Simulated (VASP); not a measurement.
Runs of VASP 6.6.1 on Ba. The structure is that of space group Pm-3m (No. 221), or close to it. The cells are those of the table. This isn't the form of Ba at room conditions, which is bcc.

| cell | k mesh | pressure (GPa) |
| --- | --- | --- |
| a = 3.858 Å, 1 atom | 9 × 9 × 9 | (b) |
| a = 3.955 Å, 1 atom | 9 × 9 × 9 | (a) |
| a = 3.907 Å, 1 atom | 9 × 9 × 9 | -0.3 |
| a = 3.757 Å, 1 atom | 9 × 9 × 9 | 0.7 |
| a = 3.808 Å, 1 atom | 8 × 8 × 8 | 0.2 |

Alike in all rows: task single point; level PBEsol; potentials or basis VASP PAW PBE potentials, release 64 (Ba_sv); no spin polarisation; cutoff (eV) 520; smearing fermi-dirac 0.1 eV.

Question: Fill in the values left out.

Answer: (a) -0.6; (b) -0.1.

Caveats: the PAW data sets were made with another functional, which shifts forces and pressure a little.
